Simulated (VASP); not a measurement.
Crystal: Cu2Ni3.

```xyz
10
Lattice="2.5300 0.0000 0.0000 -1.2650 2.1911 0.0000 0.0000 0.0000 20.0943" Properties=species:S:1:pos:R:3 pbc="T T T"
Cu    0.0000    1.4607    1.0047
Cu    0.0000    1.4607   13.0613
Cu    1.2650    0.7304   19.0896
Cu    1.2650    0.7304    7.0330
Ni    0.0000    1.4607   17.0802
Ni    0.0000    1.4607    5.0236
Ni    0.0000    1.4607    9.0424
Ni    1.2650    0.7304    3.0141
Ni    1.2650    0.7304   11.0519
Ni    1.2650    0.7304   15.0707
```

| Property | Result |
| --- | --- |
| Program | VASP 6.6.1 |
| Task | relaxation of cell and atoms |
| Functional | PBE |
| Potentials or basis | VASP PAW PBE potentials, release 64 (Cu, Ni) |
| Cutoff | 600 eV |
| k mesh | 6 × 6 × 1 |
| Occupations | gaussian, width 0.1 eV |
| Spin | collinear spin, ferromagnetic start |
| Starting moments | [0.0, 0.0, 0.0, 0.0, 2.0, 2.0, 2.0, 2.0, 2.0, 2.0] μB |

At the start: pressure 2.4 GPa; volume 11.14 Å³/atom.

How do energy, volume and symmetry change on relaxing?

Over 10 steps the energy falls by 14.3 meV/atom and the volume is 11.28 Å³/atom (+1.3 %); space group P-3m1 (No. 164, to 0.1 Å) before and after; moment 2.22 μB per cell.

The path:
```
step  energy change (eV)  largest force (eV/Å)  pressure (GPa)  volume (Å³)
   1              0.0000                0.4231            2.36       111.39
   2             -0.1223                0.1738           -1.84       114.02
   3             -0.1235                0.1672           -2.26       114.30
   4             -0.1377                0.0769            1.09       112.16
   5             -0.1407                0.1031            0.14       112.78
   6             -0.1407                0.1058            0.04       112.81
   7             -0.1421                0.0536            0.06       112.82
   8             -0.1426                0.0408            0.07       112.83
   9             -0.1426                0.0406            0.00       112.83
  10             -0.1431                0.0326            0.08       112.84
```

Final structure:
```yaml
crystal:
  lattice:
    - [2.50669, 0.00000, 0.00000]
    - [-1.25335, 2.17086, 0.00000]
    - [0.00000, 0.00000, 20.73537]
  atoms:
    - { symbol: Cu, position: [0.33333, 0.66667, 0.05164] }
    - { symbol: Cu, position: [0.33333, 0.66667, 0.64999] }
    - { symbol: Cu, position: [0.66667, 0.33333, 0.94836] }
    - { symbol: Cu, position: [0.66667, 0.33333, 0.35001] }
    - { symbol: Ni, position: [0.33333, 0.66667, 0.84823] }
    - { symbol: Ni, position: [0.33333, 0.66667, 0.24869] }
    - { symbol: Ni, position: [0.33333, 0.66667, 0.45147] }
    - { symbol: Ni, position: [0.66667, 0.33333, 0.15177] }
    - { symbol: Ni, position: [0.66667, 0.33333, 0.54853] }
    - { symbol: Ni, position: [0.66667, 0.33333, 0.75131] }
```

Caveat: the k points lie up to 0.48 Å⁻¹ apart in the final cell.
